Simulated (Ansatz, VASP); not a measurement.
# Two plane-wave programs on TiAl3

```
Ti Al
1.0
    -1.83466    1.83466    4.28067
     1.83466   -1.83466    4.28067
     1.83466    1.83466   -4.28067
Ti Al
1 3
Cartesian
  0.0000 0.0000 0.0000
  1.8347 0.0000 2.1403
  0.0000 1.8347 2.1403
  0.0000 0.0000 4.2807
```

Alike in both runs: functional PBE; k mesh 9 × 9 × 9; occupations fermi-dirac, width 0.05 eV; no spin polarisation.

|  | VASP | Ansatz |
| --- | --- | --- |
| version | VASP 6.6.1 | Ansatz 0.2.0 |
| potentials or method | VASP PAW PBE potentials, release 64 (Ti_sv, Al) | Ansatz PAW |
| plane-wave cutoff (eV) | 520 | 420 |
| valence electrons in the cell | 21 | 21 |
| task | single point | band structure |

|  | VASP | Ansatz | Ansatz less VASP |
| --- | --- | --- | --- |
| gap on the k mesh at the Fermi level (eV) | none | none | - |
| pressure (GPa) | 13.4 | 13.4 | +0.02 |
| traceless stress, the component that is largest in VASP (GPa) | -6.64 | -6.64 | +0.006 |

A gap of «none» marks a metal or a gap that the smearing closes.
